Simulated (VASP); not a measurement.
# Cu (Fm-3m) in VASP: a series of runs

Cu is run at these levels: r2SCAN; tasks: single point.

Program: VASP 6.6.1. These are calculated values, not measurements. Logs are shortened: lines on timing, memory, paths and dates and some standing lists are left out, and cuts for length are marked.

## (1) The cell of the first run

Symmetry: Fm-3m, No. 225, cubic system. Conventional cell: a = 3.615 Å, b = 3.615 Å, c = 3.615 Å, α = 90.00°, β = 90.00°, γ = 90.00°. Cu (site symmetry m-3m) has 12 Cu at 2.56 Å within 3.4 Å.

## (2) Single point, r2SCAN

POSCAR

```
Cu
1.0
    0.0000000000      1.8075000000      1.8075000000
    1.8075000000      0.0000000000      1.8075000000
    1.8075000000      1.8075000000      0.0000000000
Cu
1
Direct
    0.0000000000      0.0000000000      0.0000000000
```

INCAR.step1

```
PREC = Accurate
ENCUT = 520
ISMEAR = 0
SIGMA = 0.15
LREAL = F
LASPH = T
NELM = 80
NBANDS = 12
GGA = PE
ALGO = Normal
EDIFF = 1E-4
LWAVE = T
LCHARG = F
```

INCAR.step2

```
PREC = Accurate
ENCUT = 520
EDIFF = 1E-6
ISMEAR = 0
SIGMA = 0.15
LREAL = F
LASPH = T
NELM = 80
ALGO = Normal
ISIF = 2
LWAVE = F
LCHARG = F
METAGGA = R2SCAN
LMIXTAU = T
NBANDS = 12
ISTART = 1
```

KPOINTS

```
regular mesh
0
Gamma
  22 22 22
```

Potentials or basis: VASP PAW PBE potentials, release 64 (Cu).

On the command line:

```
$ cat potpaw_PBE.64/Cu/POTCAR > POTCAR
$ cp INCAR.step1 INCAR
$ mpirun -np 1 vasp_std > vasp.out
$ cp INCAR.step2 INCAR
$ mpirun -np 1 vasp_std > vasp.out
```

OUTCAR:

```text
PREC = Accurate
   ENCUT = 520
   EDIFF = 1E-6
   ISMEAR = 0
   LREAL = F
   LASPH = T
   NELM = 80
   ISIF = 2
   METAGGA = R2SCAN
   ISTART = 1

 ion  position               nearest neighbor table
   1  0.000  0.000  0.000-

  LATTYP: Found a face centered cubic cell.
 ALAT       =     3.6150000000

  Lattice vectors:

 A1 = (   0.0000000000,   1.8075000000,   1.8075000000)
 A2 = (   1.8075000000,   0.0000000000,   1.8075000000)
 A3 = (   1.8075000000,   1.8075000000,   0.0000000000)

Analysis of symmetry for initial positions (statically):
=====================================================================
 Subroutine PRICEL returns:
 Original cell was already a primitive cell.

 Routine SETGRP: Setting up the symmetry group for a
 face centered cubic supercell.

 Subroutine GETGRP returns: Found 48 space group operations
[... 9 lines left out ...]

 Routine SETGRP: Setting up the symmetry group for a
 face centered cubic supercell.

 Subroutine GETGRP returns: Found 48 space group operations
[... 11 lines left out ...]
                                     Primitive cell

  volume of cell :      11.8104

  direct lattice vectors                    reciprocal lattice vectors
     0.000000000  1.807500000  1.807500000    -0.276625173  0.276625173  0.276625173
     1.807500000  0.000000000  1.807500000     0.276625173 -0.276625173  0.276625173
     1.807500000  1.807500000  0.000000000     0.276625173  0.276625173 -0.276625173

  length of vectors
     2.556191014  2.556191014  2.556191014     0.479128854  0.479128854  0.479128854

  position of ions in fractional coordinates (direct lattice)
     0.000000000  0.000000000  0.000000000

  ion indices of the primitive-cell ions
   primitive index   ion index
                 1           1

----------------------------------------------------------------------------------------

 KPOINTS: regular mesh

Automatic generation of k-mesh.
 Grid dimensions read from file:
 generate k-points for:   22   22   22

 Generating k-lattice:

  Cartesian coordinates                     Fractional coordinates (reciprocal lattice)
    -0.012573871  0.012573871  0.012573871     0.045454545  0.000000000  0.000000000
     0.012573871 -0.012573871  0.012573871     0.000000000  0.045454545  0.000000000
     0.012573871  0.012573871 -0.012573871     0.000000000  0.000000000  0.045454545

  Length of vectors
     0.021778584  0.021778584  0.021778584

  Shift w.r.t. Gamma in fractional coordinates (k-lattice)
     0.000000000  0.000000000  0.000000000

 Subroutine IBZKPT returns following result:
 ===========================================

 Found    328 irreducible k-points:

 Following reciprocal coordinates:
            Coordinates               Weight
  0.000000  0.000000  0.000000      1.000000
  0.045455  0.000000  0.000000      8.000000
  0.090909  0.000000  0.000000      8.000000
  0.136364  0.000000  0.000000      8.000000
  0.181818  0.000000  0.000000      8.000000
  0.227273  0.000000  0.000000      8.000000
[... 16 lines left out ...]
  0.500000  0.045455  0.000000     24.000000
 -0.454545  0.045455  0.000000     24.000000
 [... further k-points ...]
   k-points           NKPTS =    328   k-points in BZ     NKDIM =    328   number of bands    NBANDS=     12
   number of dos      NEDOS =    301   number of ions     NIONS =      1
   total plane-waves  NPLWV =   8000
   dimension x,y,z NGX =    20 NGY =   20 NGZ =   20
   dimension x,y,z NGXF=    40 NGYF=   40 NGZF=   40
   ions per type =               1
   NGX,Y,Z   is equivalent  to a cutoff of  13.01, 13.01, 13.01 a.u.
   NGXF,Y,Z  is equivalent  to a cutoff of  26.01, 26.01, 26.01 a.u.
 SYSTEM =  unknown system
   PREC   = accura    normal or accurate (medium, high low for compatibility)
   ISTART =      1    job   : 0-new  1-cont  2-samecut
   ICHARG =      0    charge: 1-file 2-atom 10-const
   ISPIN  =      1    spin polarized calculation?
   LNONCOLLINEAR =      F non collinear calculations
   LSORBIT =      F    spin-orbit coupling
   LASPH  =      T    aspherical Exc in radial PAW
   ENCUT  =  520.0 eV  38.22 Ry    6.18 a.u.   4.75  4.75  4.75*2*pi/ulx,y,z
   NELM   =     80;   NELMIN=  2; NELMDL=  0     # of ELM steps
   EDIFF  = 0.1E-05   stopping-criterion for ELM
   LREAL  =      F    real-space projection
   EDIFFG = 0.1E-04   stopping-criterion for IOM
   NSW    =      0    number of steps for IOM
   IBRION =     -1    ionic relax: 0-MD 1-quasi-New 2-CG
   NFREE  =      0    steps in history (QN), initial steepest desc. (CG)
   ISIF   =      2    stress and relaxation
   ISYM   =      2    0-nonsym 1-usesym 2-fastsym
   POTIM  = 0.5000    time-step for ionic-motion
   TEBEG  =    0.0;   TEEND  =   0.0 temperature during run
   PSTRESS=    0.0 pullay stress
   NELECT =      11.0000    total number of electrons
   NUPDOWN=      -1.0000    fix difference up-down
   EMIN   =  10.00;   EMAX   =-10.00  energy-range for DOS
   EFERMI =   0.00;   METHOD = LEGACY
   ISMEAR =     0;   SIGMA  =   0.15  broadening in eV -4-tet -1-fermi 0-gaus
   EFERMI_NEDOS =   21; number of points for ismear=-14 and -15
   IALGO  =     38    algorithm
   IMIX   =      4    mixing-type and parameters
     AMIX     =   0.40;   BMIX     =  1.00
     AMIX_MAG =   1.60;   BMIX_MAG =  1.00
  volume/ion in A,a.u.               =      11.81        79.70
  Fermi-wavevector in a.u.,A,eV,Ry     =   1.598763  3.021224 34.777078  2.556043
  Thomas-Fermi vector in A             =   2.696162
   LORBIT       =      0    0 simple, 1 ext, 2 COOP (PROOUT), +10 PAW based schemes
   METAGGA = R2SCAN    functional components
   LHFCALC =     F    Hartree Fock is set to
   AEXX    =    0.0000 exact exchange contribution
   IVDW    =     0    specifies the selected vdW correction
   LEPSILON=     F    determine dielectric tensor
   LRPA    =     F    only Hartree local field effects (RPA)
 non-spin polarized calculation
 Gauss-broadening in eV      SIGMA  =   0.15
  energy-cutoff  :      520.00
  volume of cell :       11.81
 maximum number of plane-waves:       332
   NGX =  9   NGY =  9   NGZ =  9

 number of electron      11.0000001 magnetization

 Free energy of the ion-electron system (eV)
  ---------------------------------------------------
  ext. energy  EPLUGINS =         0.00000000
  ---------------------------------------------------
  free energy    TOTEN  =       -10.82516834 eV

  energy without entropy =      -10.82258774  energy(sigma->0) =      -10.82387804

 E-fermi :   7.3924     XC(G=0): -13.7441

 val. band max:        7.3866980666   @ k =   0.4545   0.4091   0.0455
 cond. band min:       7.4530500394   @ k =   0.5000   0.1818   0.0455
 fundamental gap:      0.0663519728
 Fermi energy:         7.3923701890

 k-point     1 :       0.0000    0.0000    0.0000
  band No.  band energies     occupation
      1      -2.2700      2.00000
      2       4.2633      2.00000
      3       4.2634      2.00000
      4       4.2634      2.00000
      5       5.0781      2.00000
      6       5.0781      2.00000
      7      30.7796      0.00000
      8      33.8117      0.00000
      9      33.8117      0.00000
     10      33.8121      0.00000
     11      36.1963      0.00000
     12      36.1964      0.00000

 k-point     2 :       0.0455    0.0000    0.0000
  band No.  band energies     occupation
      1      -2.1917      2.00000
      2       4.2465      2.00000
      3       4.2780      2.00000
      4       4.2781      2.00000
      5       5.0721      2.00000
      6       5.0721      2.00000
      7      30.3908      0.00000
      8      32.6039      0.00000
      9      33.5208      0.00000
     10      33.5211      0.00000
     11      36.5986      0.00000
     12      36.5986      0.00000

 k-point     3 :       0.0909    0.0000    0.0000
  band No.  band energies     occupation
      1      -1.9583      2.00000
      2       4.1993      2.00000
      3       4.3183      2.00000
      4       4.3184      2.00000
      5       5.0580      2.00000
      6       5.0580      2.00000
      7      28.7232      0.00000
      8      31.7536      0.00000
      9      32.9490      0.00000
     10      32.9492      0.00000
     11      37.4833      0.00000
     12      37.4834      0.00000

 k-point     4 :       0.1364    0.0000    0.0000
  band No.  band energies     occupation
      1      -1.5756      2.00000
      2       4.1309      2.00000
      3       4.3712      2.00000
      4       4.3713      2.00000
      5       5.0477      2.00000
      6       5.0478      2.00000
      7      26.3646      0.00000
      8      31.4680      0.00000
      9      32.3663      0.00000
     10      32.3665      0.00000
     11      38.2334      0.00000
     12      38.4414      0.00000

 k-point     5 :       0.1818    0.0000    0.0000
  band No.  band energies     occupation
      1      -1.0545      2.00000
      2       4.0578      2.00000
      3       4.4141      2.00000
      4       4.4143      2.00000
      5       5.0622      2.00000
      6       5.0623      2.00000
      7      23.9255      0.00000
      8      31.2181      0.00000
      9      31.8507      0.00000
     10      31.8508      0.00000
     11      38.1996      0.00000
     12      38.6030      0.00000

 k-point     6 :       0.2273    0.0000    0.0000
  band No.  band energies     occupation
      1      -0.4161      2.00000
      2       4.0054      2.00000
      3       4.4245      2.00000
      4       4.4247      2.00000
      5       5.1211      2.00000
      6       5.1213      2.00000
      7      21.5387      0.00000
      8      30.9038      0.00000
      9      31.4228      0.00000
     10      31.4229      0.00000
     11      37.6335      0.00000
     12      37.6336      0.00000

 k-point     7 :       0.2727    0.0000    0.0000
  band No.  band energies     occupation
      1       0.2994      2.00000
      2       4.0154      2.00000
      3       4.3987      2.00000
      4       4.3989      2.00000
      5       5.2235      2.00000
      6       5.2237      2.00000
      7      19.2483      0.00000
      8      30.5333      0.00000
      9      31.0869      0.00000
     10      31.0870      0.00000
     11      36.5138      0.00000
     12      36.5139      0.00000

 k-point     8 :       0.3182    0.0000    0.0000
  band No.  band energies     occupation
      1       1.0131      2.00000
      2       4.1612      2.00000
      3       4.3518      2.00000
      4       4.3520      2.00000
      5       5.3484      2.00000
      6       5.3486      2.00000
      7      17.0840      0.00000
      8      30.1496      0.00000
      9      30.8410      0.00000
     10      30.8410      0.00000
     11      35.4980      0.00000
     12      35.4982      0.00000
[... 166 lines left out ...]
 k-point    20 :       0.3636    0.0455    0.0000
  band No.  band energies     occupation
      1       1.4785      2.00000
      2       4.2853      2.00000
      3       4.3078      2.00000
      4       4.3461      2.00000
      5       5.4755      2.00000
      6       5.4958      2.00000
      7      15.7795      0.00000
      8      29.3461      0.00000
      9      29.3557      0.00000
     10      31.4923      0.00000
     11      34.5186      0.00000
     12      36.2173      0.00000

 k-point    21 :       0.4091    0.0455    0.0000
  band No.  band energies     occupation
      1       1.9101      2.00000
      2       4.2404      2.00000
      3       4.2986      2.00000
      4       4.7655      2.00000
      5       5.5907      2.00000
      6       5.7366      2.00000
      7      13.9150      0.00000
      8      29.1084      0.00000
      9      29.3659      0.00000
     10      30.7966      0.00000
     11      34.3485      0.00000
     12      35.4106      0.00000

 k-point    22 :       0.4545    0.0455    0.0000
  band No.  band energies     occupation
      1       2.1259      2.00000
      2       4.2049      2.00000
      3       4.2622      2.00000
      4       5.1897      2.00000
      5       5.6511      2.00000
      6       6.1979      2.00000
      7      12.3693      0.00000
      8      28.8855      0.00000
      9      29.5286      0.00000
     10      30.2719      0.00000
     11      34.3185      0.00000
     12      34.7492      0.00000

 k-point    23 :       0.5000    0.0455    0.0000
  band No.  band energies     occupation
      1       2.2024      2.00000
      2       4.1899      2.00000
      3       4.2427      2.00000
      4       5.3635      2.00000
      5       5.6676      2.00000
      6       6.6714      2.00000
      7      11.4577      0.00000
      8      28.6674      0.00000
      9      29.8367      0.00000
     10      29.9765      0.00000
     11      34.2402      0.00000
     12      34.4300      0.00000

 k-point    24 :      -0.4545    0.0455    0.0000
  band No.  band energies     occupation
      1       2.1884      2.00000
      2       4.1967      2.00000
      3       4.2430      2.00000
      4       5.3509      2.00000
      5       5.6369      2.00000
      6       6.5616      2.00000
      7      11.6590      0.00000
      8      28.4613      0.00000
      9      29.9248      0.00000
     10      30.2845      0.00000
     11      33.8927      0.00000
     12      34.6757      0.00000

 [... further k-points ...]
[... 5 lines left out ...]
  --------------------------------------------------------------------------------------
  -------------------------------------------------------------------------------------
  Total       -0.3212563     -0.3212563     -0.3212563     -0.0000000      0.0000000      0.0000000
  in kB      -43.5810085    -43.5810085    -43.5810085     -0.0000000      0.0000000      0.0000000
  external PRESSURE =     -43.5810085 kB  Pullay stress =       0.0000000 kB

 VOLUME and BASIS-vectors are now :
 -----------------------------------------------------------------------------
  energy-cutoff  :      520.00
  volume of cell :       11.81
      direct lattice vectors                 reciprocal lattice vectors
     0.000000000  1.807500000  1.807500000    -0.276625173  0.276625173  0.276625173
     1.807500000  0.000000000  1.807500000     0.276625173 -0.276625173  0.276625173
     1.807500000  1.807500000  0.000000000     0.276625173  0.276625173 -0.276625173

 POSITION                                       TOTAL-FORCE (eV/Angst)
 -----------------------------------------------------------------------------------
      0.00000      0.00000      0.00000        -0.000000      0.000000      0.000000
 -----------------------------------------------------------------------------------
    total drift:                                0.000000     -0.000000      0.000000

  FREE ENERGIE OF THE ION-ELECTRON SYSTEM (eV)
  ---------------------------------------------------
  free  energy   TOTEN  =       -10.8251683373 eV

  energy  without entropy=      -10.8225877410  energy(sigma->0) =      -10.82387804
```

Run time: 2 min. Hardware: 1 thread of Intel Xeon 6975P-C, shared host; peak memory 0.16 GiB.

Results:

* Free energy: -10.8252 eV
* Pressure: -4.4 GPa

Caveat: the PAW data sets were made with another functional, which shifts forces and pressure a little.

(Continued in part 2 of 2.)
